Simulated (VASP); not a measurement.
# SiO2 (ke600) (P4_2/mnm) in VASP: vibrations by perturbation theory with LDA

Aim: the vibrations by perturbation theory of SiO2 (ke600) with LDA.

Everything below comes from runs of VASP 6.6.1. Logs are shortened: lines on timing, memory, paths and dates and some standing lists are left out, and cuts for length are marked.

### Step 1. The cell of the first run

The structure is tetragonal, space group P4_2/mnm (No. 136). Conventional cell: a = 4.155 Å, b = 4.155 Å, c = 2.661 Å, α = 90.00°, β = 90.00°, γ = 90.00°. Si (site symmetry mmm) has 6 O at 1.75 to 1.80 Å within 2.3 Å. O (site symmetry m2m) has 3 Si at 1.75 to 1.80 Å and 1 O at 2.28 Å within 2.3 Å.

### Step 2. Vibrations by perturbation theory, LDA

INCAR

```
  ALGO = Normal
  EDIFF = 1E-8
  ENCUT = 520
  IBRION = 8
  ISIF = 2
  ISMEAR = 0
  LASPH = True
  LCHARG = False
  LEPSILON = True
  LREAL = False
  LWAVE = False
  NBANDS = 25
  NELM = 100
  NSW = 1
  PREC = Accurate
  SIGMA = 0.01
```

KPOINTS

```
k-points
0
Gamma
  6 6 8
```

POSCAR

```
SiO2
1.0
    4.1550942469      0.0000000000      0.0000000000
    0.0000000000      4.1550942469      0.0000000000
    0.0000000000      0.0000000000      2.6611865522
Si O
2 4
Direct
    0.0000000000      0.0000000000      0.0000000000
    0.5000000000      0.5000000000      0.5000000000
    0.3055765013      0.3055765013      0.0000000000
    0.1944234987      0.8055765013      0.5000000000
    0.6944234987      0.6944234987      0.0000000000
    0.8055765013      0.1944234987      0.5000000000
```

Potentials or basis: VASP PAW LDA potentials, release 64 (Si, O).

Command:

```sh
$ cat potpaw_LDA.64/Si/POTCAR potpaw_LDA.64/O/POTCAR > POTCAR
$ mpirun -np 1 vasp_std > vasp.out
```

OUTCAR:

```text
EDIFF = 1E-8
   ENCUT = 520
   IBRION = 8
   ISIF = 2
   ISMEAR = 0
   LASPH = True
   LEPSILON = True
   LREAL = False
   NELM = 100
   NSW = 1
   PREC = Accurate

 ion  position               nearest neighbor table
   1  0.000  0.000  0.000-   4 1.75   6 1.75   4 1.75   6 1.75   5 1.80   3 1.80
   2  0.500  0.500  0.500-   3 1.75   5 1.75   3 1.75   5 1.75   4 1.80   6 1.80
   3  0.306  0.306  0.000-   2 1.75   2 1.75   1 1.80
   4  0.194  0.806  0.500-   1 1.75   1 1.75   2 1.80
   5  0.694  0.694  0.000-   2 1.75   2 1.75   1 1.80
   6  0.806  0.194  0.500-   1 1.75   1 1.75   2 1.80

  LATTYP: Found a simple tetragonal cell.
 ALAT       =     4.1550942469
 C/A-ratio  =     0.6404635838

  Lattice vectors:

 A1 = (   4.1550942469,   0.0000000000,   0.0000000000)
 A2 = (   0.0000000000,   4.1550942469,   0.0000000000)
 A3 = (   0.0000000000,   0.0000000000,   2.6611865522)

Analysis of symmetry for initial positions (statically):
=====================================================================
 Subroutine PRICEL returns:
 Original cell was already a primitive cell.

 Routine SETGRP: Setting up the symmetry group for a
 simple tetragonal supercell.

 Subroutine GETGRP returns: Found 16 space group operations
 (whereof  8 operations were pure point group operations)
[... 1005 lines left out ...]
  1Z     0.000000    0.000000  -24.407989    0.000000    0.000000   -0.045871    0.000000    0.000000    1.313960    0.000000    0.000000   10.912970    0.000000    0.000000    1.313960    0.000000    0.000000   10.912970
  2X    15.196111    0.014786    0.000000  -32.746448   -7.875544    0.000000    7.804933    5.054406    0.000000    0.970236   -1.124027    0.000000    7.804933    5.054406    0.000000    0.970236   -1.124027    0.000000
  2Y     0.014786   15.196111    0.000000   -7.875544  -32.746448    0.000000    5.054406    7.804933    0.000000   -1.124027    0.970236    0.000000    5.054406    7.804933    0.000000   -1.124027    0.970236    0.000000
  2Z     0.000000    0.000000   -0.045871    0.000000    0.000000  -24.407989    0.000000    0.000000   10.912970    0.000000    0.000000    1.313960    0.000000    0.000000   10.912970    0.000000    0.000000    1.313960
  3X     0.961615    1.116143    0.000000    7.808566    5.061899    0.000000  -22.910372  -11.040387    0.000000    0.045040    0.203964    0.000000    4.711820    4.862179    0.000000    9.383332   -0.203797    0.000000
  3Y     1.116143    0.961615    0.000000    5.061899    7.808566    0.000000  -11.040387  -22.910372    0.000000   -0.203797    9.383332    0.000000    4.862179    4.711820    0.000000    0.203964    0.045040    0.000000
  3Z     0.000000    0.000000    1.304905    0.000000    0.000000   10.908372    0.000000    0.000000  -20.629075    0.000000    0.000000    4.303138    0.000000    0.000000   -0.190478    0.000000    0.000000    4.303138
  4X     7.808566   -5.061899    0.000000    0.961615   -1.116143    0.000000    0.045040   -0.203964    0.000000  -22.910372   11.040387    0.000000    9.383332    0.203797    0.000000    4.711820   -4.862179    0.000000
  4Y    -5.061899    7.808566    0.000000   -1.116143    0.961615    0.000000    0.203797    9.383332    0.000000   11.040387  -22.910372    0.000000   -0.203964    0.045040    0.000000   -4.862179    4.711820    0.000000
  4Z     0.000000    0.000000   10.908372    0.000000    0.000000    1.304905    0.000000    0.000000    4.303138    0.000000    0.000000  -20.629075    0.000000    0.000000    4.303138    0.000000    0.000000   -0.190478
  5X     0.961615    1.116143    0.000000    7.808566    5.061899    0.000000    4.711820    4.862179    0.000000    9.383332   -0.203797    0.000000  -22.910372  -11.040387    0.000000    0.045040    0.203964    0.000000
  5Y     1.116143    0.961615    0.000000    5.061899    7.808566    0.000000    4.862179    4.711820    0.000000    0.203964    0.045040    0.000000  -11.040387  -22.910372    0.000000   -0.203797    9.383332    0.000000
  5Z     0.000000    0.000000    1.304905    0.000000    0.000000   10.908372    0.000000    0.000000   -0.190478    0.000000    0.000000    4.303138    0.000000    0.000000  -20.629075    0.000000    0.000000    4.303138
  6X     7.808566   -5.061899    0.000000    0.961615   -1.116143    0.000000    9.383332    0.203797    0.000000    4.711820   -4.862179    0.000000    0.045040   -0.203964    0.000000  -22.910372   11.040387    0.000000
  6Y    -5.061899    7.808566    0.000000   -1.116143    0.961615    0.000000   -0.203964    0.045040    0.000000   -4.862179    4.711820    0.000000    0.203797    9.383332    0.000000   11.040387  -22.910372    0.000000
  6Z     0.000000    0.000000   10.908372    0.000000    0.000000    1.304905    0.000000    0.000000    4.303138    0.000000    0.000000   -0.190478    0.000000    0.000000    4.303138    0.000000    0.000000  -20.629075

 Eigenvectors and eigenvalues of the dynamical matrix
 ----------------------------------------------------

   1 f  =   28.525640 THz   179.231879 2PiTHz  951.512914 cm-1   117.972513 meV
             X         Y         Z           dx          dy          dz
      0.000000  0.000000  0.000000     0.000000   -0.000000    0.000000
      2.077547  2.077547  1.330593    -0.000000   -0.000000    0.000000
      1.269699  1.269699  0.000000    -0.353553   -0.353553    0.000000
      0.807848  3.347246  1.330593    -0.353553    0.353553   -0.000000
      2.885395  2.885395  0.000000     0.353553    0.353553   -0.000000
      3.347246  0.807848  1.330593     0.353553   -0.353553   -0.000000
[... 145 lines left out ...]
  18 f/i=    0.005570 THz     0.034997 2PiTHz    0.185795 cm-1     0.023036 meV
             X         Y         Z           dx          dy          dz
      0.000000  0.000000  0.000000    -0.000000    0.000000    0.483292
      2.077547  2.077547  1.330593    -0.000000    0.000000    0.483292
      1.269699  1.269699  0.000000    -0.000000    0.000000    0.364985
      0.807848  3.347246  1.330593    -0.000000    0.000000    0.364985
      2.885395  2.885395  0.000000    -0.000000    0.000000    0.364985
      3.347246  0.807848  1.330593    -0.000000    0.000000    0.364985

--------------------------------------------------------------------------------------------------------

 MACROSCOPIC STATIC DIELECTRIC TENSOR IONIC CONTRIBUTION
 ------------------------------------------------------
           7.409754    -0.000000    -0.000000
          -0.000000     7.409754    -0.000000
          -0.000000    -0.000000     5.222635
 ------------------------------------------------------

 ELASTIC MODULI CONTR FROM IONIC RELAXATION (kBar)
 Direction    XX          YY          ZZ          XY          YZ          ZX
 --------------------------------------------------------------------------------
 XX        -930.3646    243.7821    -57.6176      0.0000     -0.0000     -0.0000
 YY         243.7821   -930.3646    -57.6176      0.0000      0.0000      0.0000
 ZZ         -57.6176    -57.6176     -9.6705      0.0000      0.0000     -0.0000
 XY          -0.0000      0.0000      0.0000    -15.6147     -0.0000     -0.0000
 YZ          -0.0000      0.0000      0.0000     -0.0000    -66.2991      0.0000
 ZX          -0.0000      0.0000     -0.0000     -0.0000      0.0000    -86.1732
 --------------------------------------------------------------------------------

 PIEZOELECTRIC TENSOR IONIC CONTR  for field in x, y, z        (C/m^2)
          XX          YY          ZZ          XY          YZ          ZX
  --------------------------------------------------------------------------------
  x     0.00000    -0.00000     0.00000    -0.00000    -0.00000    -0.00000
  y     0.00000     0.00000     0.00000    -0.00000    -0.00000    -0.00000
  z     0.00000    -0.00000    -0.00000     0.00000    -0.00000    -0.00000
```

Wall time 13 min (1 thread of Intel Xeon Platinum 8259CL at 2.50GHz (Skylake/Cascade Lake), shared host); peak memory 0.5 GiB.

Results:

```
Electronic dielectric tensor (diagonal)                 : 3.35, 3.35, 3.53
Born charges (mean of the diagonal)                     : Si +3.86; O -1.93 e
Highest phonon frequency at Γ, LO-TO splitting left out : 952 cm⁻¹
```

Phonon frequencies in cm⁻¹ (negative: imaginary):
| q point | frequencies |
| --- | --- |
| (0.000, 0.000, 0.000) | 0 0 0 218 386 469 469 589 589 591 591 592 667 758 766 827 827 952 |

Electronic dielectric tensor:
```
3.35 0.00 0.00
0.00 3.35 0.00
0.00 0.00 3.53
```

Born effective charge tensors (e):
atom 1, Si
```
3.78 0.35 0.00
0.35 3.78 0.00
0.00 0.00 4.03
```
atom 2, Si
```
 3.78 -0.35  0.00
-0.35  3.78  0.00
 0.00  0.00  4.03
```
atom 3, O
```
-1.89 -0.55  0.00
-0.55 -1.89  0.00
 0.00  0.00 -2.01
```
atom 4, O
```
-1.89  0.55  0.00
 0.55 -1.89  0.00
 0.00  0.00 -2.01
```
atom 5, O
```
-1.89 -0.55  0.00
-0.55 -1.89  0.00
 0.00  0.00 -2.01
```
atom 6, O
```
-1.89  0.55  0.00
 0.55 -1.89  0.00
 0.00  0.00 -2.01
```

Caveat: the cell wasn't relaxed at this level first, which shifts response properties.
